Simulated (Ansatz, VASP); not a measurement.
## ZnS: VASP beside Ansatz

```
CELL_PARAMETERS angstrom
3.92702 0.00000 0.00000
-1.96351 3.40090 0.00000
0.00000 0.00000 6.44773
ATOMIC_POSITIONS crystal
Zn 0.33333 0.66667 0.00544
Zn 0.66667 0.33333 0.50544
S 0.33333 0.66667 0.37956
S 0.66667 0.33333 0.87956
```

Alike in both runs: task single point; functional PBEsol; k mesh 9 × 9 × 6; occupations gaussian, width 0.05 eV; no spin polarisation.

```csv
,VASP,Ansatz
version,VASP 6.6.1,Ansatz 0.2.0
potentials or method,"VASP PAW PBE potentials, release 64 (Zn, S), cutoff 520 eV","scalar-relativistic, plane waves, PAW"
valence electrons in the cell,36,36
```

|  | VASP | Ansatz | Ansatz less VASP |
| --- | --- | --- | --- |
| gap on the k mesh at the Fermi level (eV) | 1.67 | 1.67 | 0.000 |
| least direct gap on the mesh (eV) | 1.67 | 1.67 | 0.000 |
| pressure (GPa) | -6.8 | -6.9 | -0.13 |
| traceless stress, the component that is largest in VASP (GPa) | -0.11 | -0.11 | -0.006 |
| rms of the force components (eV/Å) | 0.013 | 0.013 | +0.0003 |

VASP's potentials were made for PBE, not for PBEsol. Atom by atom the forces differ by 0.000 eV/Å (rms over components). With one functional, cell and mesh, what is left measures potentials, basis and numerics.
